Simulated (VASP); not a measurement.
# Pb (Fm-3m) in VASP: single point with PBE+D3(BJ)

Aim: the single point of Pb with PBE+D3(BJ).

All numbers are computed with VASP 6.6.1; they aren't measurements. Logs are shortened: lines on timing, memory, paths and dates and some standing lists are left out, and cuts for length are marked.

### 1 The cell of the first run

The structure is cubic, space group Fm-3m (No. 225). Conventional cell: a = 4.959 Å, b = 4.959 Å, c = 4.959 Å, α = 90.00°, β = 90.00°, γ = 90.00°. Pb (site symmetry m-3m) has 12 Pb at 3.51 Å within 4.6 Å.

### 2 Single point, PBE+D3(BJ)

INCAR reads:

```
SYSTEM = Pb
PREC     = Accurate       ! precision mode
ENCUT    = 500            ! plane-wave cutoff, eV
EDIFF    = 1E-6           ! SCF threshold, eV
ISMEAR   = 0              ! smearing method
SIGMA    = 0.1            ! smearing width, eV
LREAL    = .FALSE.        ! projectors in reciprocal space
LASPH    = .TRUE.         ! aspherical terms in the spheres
NELM     = 120            ! most SCF steps
ALGO     = Normal         ! electronic algorithm
ISIF     = 2              ! what is computed and relaxed
LWAVE    = .FALSE.        ! write WAVECAR
LCHARG   = .FALSE.        ! write CHGCAR
GGA      = PE             ! functional
IVDW     = 12             ! dispersion correction
NBANDS   = 13             ! bands
GGA_COMPAT= .FALSE.
```

KPOINTS reads:

```
Automatic mesh
0
G
  14 14 14
  0 0 0
```

POSCAR reads:

```
Pb
1.0
    0.0000000000      2.4795026436      2.4795026436
    2.4795026436      0.0000000000      2.4795026436
    2.4795026436      2.4795026436      0.0000000000
Pb
1
Direct
    0.0000000000      0.0000000000      0.0000000000
```

Potentials or basis: VASP PAW PBE potentials, release 64 (Pb_d).

Command:

```bash
cat potpaw_PBE.64/Pb_d/POTCAR > POTCAR
mpirun -np 1 vasp_std > vasp.out
```

OUTCAR:

```text
SYSTEM = Pb
   PREC = Accurate
   ENCUT = 500
   EDIFF = 1E-6
   ISMEAR = 0
   LREAL = .FALSE.
   LASPH = .TRUE.
   NELM = 120
   ISIF = 2
   GGA = PE
   IVDW = 12
 IVDW          = 12

 ion  position               nearest neighbor table
   1  0.000  0.000  0.000-

  LATTYP: Found a face centered cubic cell.
 ALAT       =     4.9590052872

  Lattice vectors:

 A1 = (   0.0000000000,   2.4795026436,   2.4795026436)
 A2 = (   2.4795026436,   0.0000000000,   2.4795026436)
 A3 = (   2.4795026436,   2.4795026436,   0.0000000000)

Analysis of symmetry for initial positions (statically):
=====================================================================
 Subroutine PRICEL returns:
 Original cell was already a primitive cell.

 Routine SETGRP: Setting up the symmetry group for a
 face centered cubic supercell.

 Subroutine GETGRP returns: Found 48 space group operations
 (whereof 48 operations were pure point group operations)
 out of a pool of 48 trial point group operations.

The static configuration has the point symmetry O_h .

Analysis of symmetry for dynamics (positions and initial velocities):
=====================================================================
 Subroutine PRICEL returns:
 Original cell was already a primitive cell.

 Routine SETGRP: Setting up the symmetry group for a
 face centered cubic supercell.

 Subroutine GETGRP returns: Found 48 space group operations
 (whereof 48 operations were pure point group operations)
 out of a pool of 48 trial point group operations.

The dynamic configuration has the point symmetry O_h .

 Subroutine INISYM returns: Found 48 space group operations
 (whereof 48 operations are pure point group operations),
 and found     1 'primitive' translations

----------------------------------------------------------------------------------------

                                     Primitive cell

  volume of cell :      30.4876

  direct lattice vectors                    reciprocal lattice vectors
     0.000000000  2.479502644  2.479502644    -0.201653344  0.201653344  0.201653344
     2.479502644  0.000000000  2.479502644     0.201653344 -0.201653344  0.201653344
     2.479502644  2.479502644  0.000000000     0.201653344  0.201653344 -0.201653344

  length of vectors
     3.506546267  3.506546267  3.506546267     0.349273838  0.349273838  0.349273838

  position of ions in fractional coordinates (direct lattice)
     0.000000000  0.000000000  0.000000000

  ion indices of the primitive-cell ions
   primitive index   ion index
                 1           1

----------------------------------------------------------------------------------------

 KPOINTS: Automatic mesh

Automatic generation of k-mesh.
 Grid dimensions read from file:
 generate k-points for:   14   14   14

 Generating k-lattice:

  Cartesian coordinates                     Fractional coordinates (reciprocal lattice)
    -0.014403810  0.014403810  0.014403810     0.071428571  0.000000000  0.000000000
     0.014403810 -0.014403810  0.014403810     0.000000000  0.071428571  0.000000000
     0.014403810  0.014403810 -0.014403810     0.000000000  0.000000000  0.071428571

  Length of vectors
     0.024948131  0.024948131  0.024948131

  Shift w.r.t. Gamma in fractional coordinates (k-lattice)
     0.000000000  0.000000000  0.000000000

 Subroutine IBZKPT returns following result:
 ===========================================

 Found    104 irreducible k-points:

 Following reciprocal coordinates:
            Coordinates               Weight
  0.000000  0.000000  0.000000      1.000000
  0.071429  0.000000  0.000000      8.000000
  0.142857  0.000000  0.000000      8.000000
  0.214286  0.000000  0.000000      8.000000
  0.285714  0.000000  0.000000      8.000000
  0.357143  0.000000  0.000000      8.000000
[... 16 lines left out ...]
  0.214286  0.142857  0.000000     24.000000
  0.285714  0.142857  0.000000     24.000000
 [... further k-points ...]
   k-points           NKPTS =    104   k-points in BZ     NKDIM =    104   number of bands    NBANDS=     13
   number of dos      NEDOS =    301   number of ions     NIONS =      1
   total plane-waves  NPLWV =  21952
   dimension x,y,z NGX =    28 NGY =   28 NGZ =   28
   dimension x,y,z NGXF=    56 NGYF=   56 NGZF=   56
   ions per type =               1
   NGX,Y,Z   is equivalent  to a cutoff of  13.27, 13.27, 13.27 a.u.
   NGXF,Y,Z  is equivalent  to a cutoff of  26.55, 26.55, 26.55 a.u.
 SYSTEM =  Pb
   PREC   = accura    normal or accurate (medium, high low for compatibility)
   ISTART =      0    job   : 0-new  1-cont  2-samecut
   ICHARG =      2    charge: 1-file 2-atom 10-const
   ISPIN  =      1    spin polarized calculation?
   LNONCOLLINEAR =      F non collinear calculations
   LSORBIT =      F    spin-orbit coupling
   LASPH  =      T    aspherical Exc in radial PAW
   ENCUT  =  500.0 eV  36.75 Ry    6.06 a.u.   6.39  6.39  6.39*2*pi/ulx,y,z
   NELM   =    120;   NELMIN=  2; NELMDL= -5     # of ELM steps
   EDIFF  = 0.1E-05   stopping-criterion for ELM
   LREAL  =      F    real-space projection
   EDIFFG = 0.1E-04   stopping-criterion for IOM
   NSW    =      0    number of steps for IOM
   IBRION =     -1    ionic relax: 0-MD 1-quasi-New 2-CG
   NFREE  =      0    steps in history (QN), initial steepest desc. (CG)
   ISIF   =      2    stress and relaxation
   ISYM   =      2    0-nonsym 1-usesym 2-fastsym
   POTIM  = 0.5000    time-step for ionic-motion
   TEBEG  =    0.0;   TEEND  =   0.0 temperature during run
   PSTRESS=    0.0 pullay stress
   NELECT =      14.0000    total number of electrons
   NUPDOWN=      -1.0000    fix difference up-down
   EMIN   =  10.00;   EMAX   =-10.00  energy-range for DOS
   EFERMI =   0.00;   METHOD = LEGACY
   ISMEAR =     0;   SIGMA  =   0.10  broadening in eV -4-tet -1-fermi 0-gaus
   EFERMI_NEDOS =   21; number of points for ismear=-14 and -15
   IALGO  =     38    algorithm
   IMIX   =      4    mixing-type and parameters
     AMIX     =   0.40;   BMIX     =  1.00
     AMIX_MAG =   1.60;   BMIX_MAG =  1.00
  volume/ion in A,a.u.               =      30.49       205.74
  Fermi-wavevector in a.u.,A,eV,Ry     =   1.263018  2.386758 21.704217  1.595215
  Thomas-Fermi vector in A             =   2.396397
   LORBIT       =      0    0 simple, 1 ext, 2 COOP (PROOUT), +10 PAW based schemes
   GGA     = PE    functional components
   LHFCALC =     F    Hartree Fock is set to
   AEXX    =    0.0000 exact exchange contribution
   IVDW    =    12    specifies the selected vdW correction
   LEPSILON=     F    determine dielectric tensor
   LRPA    =     F    only Hartree local field effects (RPA)
 non-spin polarized calculation
 Gauss-broadening in eV      SIGMA  =   0.10
  energy-cutoff  :      500.00
  volume of cell :       30.49
 maximum number of plane-waves:       785
 NGX is ok and might be reduce to    28
   NGX = 13   NGY = 13   NGZ = 13

 number of electron      14.0000000 magnetization

 Free energy of the ion-electron system (eV)
  ---------------------------------------------------
  ext. energy  EPLUGINS =         0.00000000
  ---------------------------------------------------
  free energy    TOTEN  =        -3.55882398 eV

  energy without entropy =       -3.55665772  energy(sigma->0) =       -3.55774085

 E-fermi :   7.2570     XC(G=0): -10.1588

 val. band max:        7.1159561734   @ k =   0.3571   0.1429   0.0714
 cond. band min:       7.2587824369   @ k =   0.3571   0.2143   0.0000
 fundamental gap:      0.1428262635
 Fermi energy:         7.2570196771

 k-point     1 :       0.0000    0.0000    0.0000
  band No.  band energies     occupation
      1      -9.8468      2.00000
      2      -9.8468      2.00000
      3      -9.8468      2.00000
      4      -9.7091      2.00000
      5      -9.7091      2.00000
      6      -4.4962      2.00000
      7      14.5968      0.00000
      8      14.5968      0.00000
      9      14.5968      0.00000
     10      16.9811      0.00000
     11      18.4917      0.00000
     12      19.6659      0.00000
     13      19.6659      0.00000

 k-point     2 :       0.0714    0.0000    0.0000
  band No.  band energies     occupation
      1      -9.8469      2.00000
      2      -9.8395      2.00000
      3      -9.8395      2.00000
      4      -9.7096      2.00000
      5      -9.7096      2.00000
      6      -4.3985      2.00000
      7      13.4077      0.00000
      8      14.4736      0.00000
      9      14.4736      0.00000
     10      16.7473      0.00000
     11      19.0271      0.00000
     12      19.8850      0.00000
     13      19.8850      0.00000

 k-point     3 :       0.1429    0.0000    0.0000
  band No.  band energies     occupation
      1      -9.8481      2.00000
      2      -9.8229      2.00000
      3      -9.8229      2.00000
      4      -9.7071      2.00000
      5      -9.7071      2.00000
      6      -4.1052      2.00000
      7      11.2491      0.00000
      8      14.1607      0.00000
      9      14.1607      0.00000
     10      16.4570      0.00000
     11      19.8515      0.00000
     12      20.3292      0.00000
     13      20.3848      0.00000
[... 305 lines left out ...]
 k-point    23 :       0.2143    0.1429    0.0000
  band No.  band energies     occupation
      1      -9.8865      2.00000
      2      -9.7770      2.00000
      3      -9.7698      2.00000
      4      -9.7469      2.00000
      5      -9.6708      2.00000
      6      -3.6181      2.00000
      7      10.4750      0.00000
      8      12.3418      0.00000
      9      12.6487      0.00000
     10      15.8254      0.00000
     11      16.8349      0.00000
     12      21.3578      0.00000
     13      22.2340      0.00000

 k-point    24 :       0.2857    0.1429    0.0000
  band No.  band energies     occupation
      1      -9.8870      2.00000
      2      -9.7899      2.00000
      3      -9.7621      2.00000
      4      -9.7208      2.00000
      5      -9.6410      2.00000
      6      -3.0722      2.00000
      7       8.4537      0.00000
      8      11.9276      0.00000
      9      12.1674      0.00000
     10      15.6404      0.00000
     11      17.2299      0.00000
     12      20.9212      0.00000
     13      21.6070      0.00000

 [... further k-points ...]

------------------------ aborting loop because EDIFF is reached ----------------------------------------

 Edisp (eV)   -0.40740

 E8    (eV) :    -0.2065

  FORCE on cell =-STRESS in cart. coord.  units (eV):
  Direction    XX          YY          ZZ          XY          YZ          ZX
  --------------------------------------------------------------------------------------
  -------------------------------------------------------------------------------------
  Total      -0.01063    -0.01063    -0.01063    -0.00000    -0.00000     0.00000
  in kB      -0.55837    -0.55837    -0.55837    -0.00000    -0.00000     0.00000
  external pressure =       -0.56 kB  Pullay stress =        0.00 kB

 VOLUME and BASIS-vectors are now :
 -----------------------------------------------------------------------------
  energy-cutoff  :      500.00
  volume of cell :       30.49
      direct lattice vectors                 reciprocal lattice vectors
     0.000000000  2.479502644  2.479502644    -0.201653344  0.201653344  0.201653344
     2.479502644  0.000000000  2.479502644     0.201653344 -0.201653344  0.201653344
     2.479502644  2.479502644  0.000000000     0.201653344  0.201653344 -0.201653344

 POSITION                                       TOTAL-FORCE (eV/Angst)
 -----------------------------------------------------------------------------------
      0.00000      0.00000      0.00000         0.000000      0.000000      0.000000
 -----------------------------------------------------------------------------------
    total drift:                               -0.000000     -0.000000     -0.000000

  FREE ENERGIE OF THE ION-ELECTRON SYSTEM (eV)
  ---------------------------------------------------
  free  energy   TOTEN  =        -3.9662263733 eV

  energy  without entropy=       -3.9640601187  energy(sigma->0) =       -3.96514325
```

Wall time 26 s (1 thread of Intel Xeon Platinum 8375C at 2.90GHz (Ice Lake), shared host); peak memory 0.19 GiB.

Results:

```yaml
Free_energy: -3.9662 eV
Pressure: -0.1 GPa
Band_gap_on_the_k_mesh: zero (bands 7 and 8 overlap by 8.92 eV)
Dispersion_energy_per_atom: -0.407 eV
```

Caveat: spin-orbit coupling is left out, which moves the levels of the heavy elements.

The gap in the log of VASP goes by the Fermi energy; the results here count the filled bands.